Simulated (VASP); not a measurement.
A run of VASP 6.6.1:

File INCAR:

```
PREC     = Accurate       # precision mode
ENCUT    = 520            # plane-wave cutoff, eV
EDIFF    = 1E-6           # SCF threshold, eV
ISMEAR   = -1             # smearing method
SIGMA    = 0.05           # smearing width, eV
LREAL    = F              # projectors in reciprocal space
LASPH    = T              # aspherical terms in the spheres
NELM     = 100            # most SCF steps
ALGO     = Normal         # electronic algorithm
ISIF     = 2              # what is computed and relaxed
LWAVE    = F              # write WAVECAR
LCHARG   = F              # write CHGCAR
GGA      = PS             # functional
NBANDS   = 17             # bands
```

KPOINTS

```
regular mesh
0
Gamma
  8 8 4
```

Contents of POSCAR:

```
Pt
1.0
    2.7606656158      0.0000000000      0.0000000000
   -1.3803328079      2.3908065546      0.0000000000
    0.0000000000      0.0000000000      4.7921340000
Pt
2
Direct
    0.3333333333      0.6666666667      0.2500000000
    0.6666666667      0.3333333333      0.7500000000
```

Potentials or basis: VASP PAW PBE potentials, release 64 (Pt).

Run with:

```sh
$ cat potpaw_PBE.64/Pt/POTCAR > POTCAR
$ mpirun -np 1 vasp_std > vasp.out
```

Hardware: 1 thread of Intel Xeon 8259CL, on a shared host.

**Question.** Estimate the wall time of this run.

**Answer.** Wall time 11 s on 1 thread of Intel Xeon 8259CL (shared host), peak memory 0.16 GiB. Counts: scf iterations 12, k points 30.
